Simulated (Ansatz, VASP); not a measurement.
One calculation of MoSe, two programs

```
Mo Se
1.0
     0.00000    2.84052    2.84052
     5.68104    2.84052    2.84052
     5.68104    5.68104    0.00000
Mo Se
2 2
Cartesian
  0.0000 0.0000 0.0000
  2.8405 2.8405 0.0000
  1.4203 1.4203 1.4203
  4.2608 4.2608 1.4203
```

Alike in both runs: task single point; functional PBE; k mesh 10 × 10 × 5; occupations gaussian, width 0.05 eV; collinear spin.

```csv
,VASP,Ansatz
version,VASP 6.6.1,Ansatz 0.2.0
potentials or method,"VASP PAW PBE potentials, release 64 (Mo_sv, Se), cutoff 520 eV","scalar-relativistic, plane waves, PAW"
valence electrons in the cell,40,60
```

```csv
,VASP,Ansatz,Ansatz less VASP
gap on the k mesh at the Fermi level (eV),none,none,-
pressure (GPa),-0.3,-0.4,-0.15
net moment per atom (μB),0.00,0.00,0.000
size of the moment on the site where the two differ most (μB),0.90,0.73,-0.171
```

Site moments also hang on the region over which each program counts them. A gap of «none» marks a metal or a gap that the smearing closes. With one functional, cell and mesh, what is left measures potentials, basis and numerics. VASP's potentials hold 40 valence electrons a cell and Ansatz's 60, so a difference there can come from the potentials and not from the codes.
